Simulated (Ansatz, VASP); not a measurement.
# One calculation of W, two programs

```
CELL_PARAMETERS angstrom
0.00000 1.98648 1.98648
1.98648 0.00000 1.98648
1.98648 1.98648 0.00000
ATOMIC_POSITIONS crystal
W 0.00000 0.00000 0.00000
```

Alike in both runs: functional LDA; k mesh 8 × 8 × 8; occupations gaussian, width 0.1 eV; no spin polarisation.

Ansatz relaxed the structure, and its values are those at the end. VASP's run is a single point on that final structure, the one shown.

|  | VASP | Ansatz |
| --- | --- | --- |
| version | VASP 6.6.1 | Ansatz 0.2.0 |
| potentials or method | VASP PAW LDA potentials, release 64 (W_sv), cutoff 500 eV | scalar-relativistic, plane waves, PAW |
| valence electrons in the cell | 14 | 14 |

Ansatz gave:

```
gap on the k mesh at the Fermi level (eV) : none
pressure (GPa)                            : 0.2
```

Which values does VASP return?

gap on the k mesh at the Fermi level (eV): none; pressure (GPa): 1.9.

Ansatz warns that its potentials were made for another functional, while VASP's fit it. LDA's correlation is that of Perdew and Zunger in VASP and of Perdew and Wang (1992) in Ansatz. A gap of «none» marks a metal or a gap that the smearing closes.

Spin-orbit coupling is off throughout.
